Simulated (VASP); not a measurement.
Write the native input for VASP 6.6.1 that does the following.

- Task: relaxation of cell and atoms
- Functional: LDA
- Potentials or basis: VASP PAW LDA potentials, release 64 (Pd)
- Cutoff: 500 eV
- k mesh: 7 × 7 × 7
- Occupations: gaussian, width 0.05 eV
- Spin: no spin polarisation
- Dipole correction: no
- Further INCAR settings: ALGO = Normal; EDIFF = 1e-07; IBRION = 2; EDIFFG = -0.01; NSW = 60; ISIF = 3

The structure of Pd lies in POSCAR:

```
Pd
1.0
    0.0000000000      2.6750000000      2.6750000000
    2.6750000000      0.0000000000      2.6750000000
    2.6750000000      2.6750000000      0.0000000000
Pd
2
Direct
    1.0000000000      1.0000000000      1.0000000000
    0.2500000000      0.2500000000      0.2500000000
```

This isn't the form of Pd at room conditions, which is fcc.

One way to write it, as run:

INCAR

```
SYSTEM = Pd
PREC = Accurate
ENCUT = 500
EDIFF = 1E-7
ISMEAR = 0
SIGMA = 0.05
LREAL = .FALSE.
LASPH = .TRUE.
NELM = 120
ALGO = Normal
ISIF = 3
LWAVE = .FALSE.
LCHARG = .FALSE.
IBRION = 2
NSW = 60
EDIFFG = -0.01
GGA_COMPAT = .FALSE.
NELMIN = 4
```

KPOINTS

```
Automatic mesh
0
G
  7 7 7
  0 0 0
```

Potentials or basis: VASP PAW LDA potentials, release 64 (Pd).

Command:

```sh
$ cat potpaw_LDA.64/Pd/POTCAR > POTCAR
$ mpirun -np 1 vasp_std > vasp.out
```

Results of the run:

```json
{"Relaxed volume": "22.13 Å³/atom", "Relaxed cell": "a = 3.971 Å, b = 3.971 Å, c = 3.971 Å, α = 60.00°, β = 60.00°, γ = 60.00°", "Space group after relaxing (to 0.1 Å)": "Fd-3m (No. 227)", "Energy gained by relaxing": "152.7 meV/atom", "Ionic steps": "4", "Pressure after relaxing": "0.1 GPa", "Band gap on the k mesh": "zero (bands 10 and 11 overlap by 0.44 eV)"}
```

Caveat: the volume moved by over 15 % at a fixed basis, so the end points are rough.

Run time: 25 s on 1 thread of Intel(R) Xeon(R) Platinum 8259CL CPU @ 2.50GHz (Skylake/Cascade Lake), with other jobs on the host, peak memory 0.14 GiB.
